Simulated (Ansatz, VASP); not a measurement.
Al2Cu in VASP and in Ansatz

```
Al Cu
1.0
    -3.02619    3.02619    2.44162
     3.02619   -3.02619    2.44162
     3.02619    3.02619   -2.44162
Al Cu
4 2
Direct
  0.65872 0.15872 0.81744
  0.15872 0.34128 0.50000
  0.34128 0.84128 0.18256
  0.84128 0.65872 0.50000
  0.25000 0.25000 0.00000
  0.75000 0.75000 0.00000
```

Alike in both runs: task relaxation of cell and atoms; functional PBEsol; k mesh 10 × 10 × 10; occupations gaussian, width 0.1 eV; no spin polarisation.

|  | VASP | Ansatz |
| --- | --- | --- |
| version | VASP 6.6.1 | Ansatz 0.2.0 |
| potentials or method | VASP PAW PBE potentials, release 64 (Al, Cu), cutoff 600 eV | scalar-relativistic, plane waves, PAW |
| valence electrons in the cell | 34 | 50 |

Ansatz gave:

| Quantity | Value |
| --- | --- |
| gap on the k mesh at the Fermi level, each at its own relaxed structure (eV) | none |
| relaxed volume (Å³/atom) | 14.45 |
| relaxed cell length with the largest relative difference (Å) | 4.877 |

Task: Which values does VASP return?

Result: gap on the k mesh at the Fermi level, each at its own relaxed structure (eV): none; relaxed volume (Å³/atom): 14.49; relaxed cell length with the largest relative difference (Å): 4.881.

VASP's potentials were made for PBE, not for PBEsol. A gap of «none» marks a metal or a gap that the smearing closes. VASP's potentials hold 34 valence electrons a cell and Ansatz's 50, so a difference there can come from the potentials and not from the codes.
